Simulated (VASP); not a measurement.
Here is a VASP 6.6.1 calculation.

Contents of INCAR:

```
SYSTEM = GaOs4
PREC = Accurate ; ENCUT = 520
EDIFF = 1E-7 ; ISMEAR = 0
SIGMA = 0.2 ; LREAL = .FALSE.
LASPH = .TRUE. ; NELM = 60
ALGO = Normal ; ISIF = 2
LWAVE = .FALSE. ; LCHARG = .FALSE.
GGA = PE ; NBANDS = 30
```

KPOINTS

```
Automatic mesh
0
G
  3 3 5
  0 0 0
```

Contents of POSCAR:

```
GaOs4
1.0
    3.8892545209     -3.9033345452      0.0000000000
    3.8892545209      3.9033345452      0.0000000000
    0.0000000000      0.0000000000      2.7125270418
Ga Os
1 4
Direct
    0.0000000000      0.0000000000      0.5000000000
    0.2853163508      0.7146836492      0.0000000000
    0.7146836492      0.2853163508      0.0000000000
    0.6815274459      0.6815274459      0.5000000000
    0.3184725541      0.3184725541      0.5000000000
```

Potentials or basis: VASP PAW PBE potentials, release 64 (Ga_d, Os).

Command:

```bash
$ cat potpaw_PBE.64/Ga_d/POTCAR potpaw_PBE.64/Os/POTCAR > POTCAR
$ mpirun -np 1 vasp_std > vasp.out
```

Task: Estimate the pressure.

Result: 0.3 GPa.

Task: Predict the band gap on the k mesh.

Result: Zero (an odd number of electrons rules out a gap without spin polarisation).

Task: Estimate the largest force.

Result: 0.033 eV/Å.

Stress tensor (GPa, compression positive):
```
0.68 0.00 0.00
0.00 0.13 0.00
0.00 0.00 0.04
```

Caveat: the k points lie up to 0.46 Å⁻¹ apart, too coarse for converged energies and pressures of a metal; spin-orbit coupling is left out, which moves the levels of the heavy elements.
